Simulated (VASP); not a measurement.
Runs of VASP 6.6.1 on In2O3. The structure is that of space group R-3c (No. 167), or close to it. The cells are those of the table. 

| cell | gap on the mesh (eV) | pressure (GPa) | largest force (eV/Å) |
| --- | --- | --- | --- |
| a = 6.007 Å, angles 54.6°, 10 atoms | 1.45 | -6.2 | 0.38 |
| a = 5.904 Å, angles 55.6°, 10 atoms | 1.64 | (c) | 0.21 |
| a = 5.791 Å, angles 59.9°, 10 atoms | (b) | -11.1 | 0.38 |
| a = 5.693 Å, angles 61.1°, 10 atoms | 1.19 | (a) | 0.71 |
| a = 5.846 Å, angles 57.7°, 10 atoms | 1.42 | -7.5 | 0.10 |
| a = 5.947 Å, angles 56.7°, 10 atoms | 1.29 | -10.5 | 0.12 |

Alike in all rows: task single point; level r2SCAN; potentials or basis VASP PAW PBE potentials, release 64 (In_d, O); no spin polarisation; k mesh 6 × 6 × 6; cutoff (eV) 520; smearing gaussian 0.05 eV.

Question: Estimate the missing entries.

Answer: (a) -7.9; (b) 1.12; (c) -2.8.

Caveats: the PAW data sets were made with another functional, which shifts forces and pressure a little; spin-orbit coupling is left out, which moves the levels of the heavy elements.

A k mesh can miss the band edges, and the runs leave out spin-orbit coupling on In.
